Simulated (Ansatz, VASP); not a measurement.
Two plane-wave programs on Fe

The input POSCAR:

```
Fe
1.0
   -1.3952312592      1.3952312592      1.3952312592
    1.3952312592     -1.3952312592      1.3952312592
    1.3952312592      1.3952312592     -1.3952312592
Fe
1
Direct
    0.0000000000      0.0000000000      0.0000000000
```

Contents of INCAR.step1:

```
SYSTEM = Fe
PREC = Accurate
ENCUT = 520
ISMEAR = -1
SIGMA = 0.05
LREAL = .False.
LASPH = .True.
NELM = 150
ISPIN = 2
MAGMOM = 2.804
LMAXMIX = 4
NBANDS = 14
GGA = PE
ALGO = Normal
EDIFF = 1E-4
LWAVE = .True.
LCHARG = .False.
```

Contents of INCAR.step2:

```
SYSTEM = Fe
PREC = Accurate
ENCUT = 520
EDIFF = 1E-6
ISMEAR = -1
SIGMA = 0.05
LREAL = .False.
LASPH = .True.
NELM = 150
ALGO = Normal
ISIF = 2
LWAVE = .False.
LCHARG = .False.
ISPIN = 2
MAGMOM = 2.804
LORBIT = 11
LMAXMIX = 4
METAGGA = R2SCAN
LMIXTAU = .True.
NBANDS = 14
ISTART = 1
```

The input KPOINTS:

```
regular mesh
0
Gamma
  25 25 25
  0 0 0
```

Input for Ansatz:

```yaml
crystal:
  lattice:
    - [-1.3952312592, 1.3952312592, 1.3952312592]
    - [1.3952312592, -1.3952312592, 1.3952312592]
    - [1.3952312592, 1.3952312592, -1.3952312592]
  atoms:
    - { symbol: Fe, position: [0.0, 0.0, 0.0], spin: 2.804 }
hamiltonian:
  xc: r2scan
  pseudopotentials:
    kind: paw
    azcp:
      Fe: "pseudopotentials/Fe.paw.azcp"
basis:
  ecutwfc: 500
  fft_grid_basis: typed
kpoints:
  mp_grid: { grid: [25, 25, 25], shift: [0, 0, 0] }
magnetization:
  spin_polarized: true
scf:
  occupations: { method: fermi_dirac, width: 0.05 }
output:
  stress: true
```

Alike in both runs: task single point; functional r2SCAN; k mesh 25 × 25 × 25; occupations fermi-dirac, width 0.05 eV; collinear spin.

|  | VASP | Ansatz |
| --- | --- | --- |
| version | VASP 6.6.1 | Ansatz 0.2.0 |
| potentials or method | VASP PAW PBE potentials, release 64 (Fe), cutoff 520 eV | plane waves (500 eV) with PAW, scalar-relativistic |
| valence electrons in the cell | 8 | 16 |

VASP gave:

* pressure (GPa): 16.5
* net moment per atom (μB): 2.55
* size of the moment on the site where the two differ most (μB): 2.59

Which values does Ansatz return?

Pressure (GPa): 16.7; net moment per atom (μB): 2.55; size of the moment on the site where the two differ most (μB): 2.68.

VASP's potentials were made for PBE, not for r2SCAN. Site moments also hang on the region over which each program counts them. VASP's potentials hold 8 valence electrons a cell and Ansatz's 16, so a difference there can come from the potentials and not from the codes. Ansatz's warnings: stability check not made.
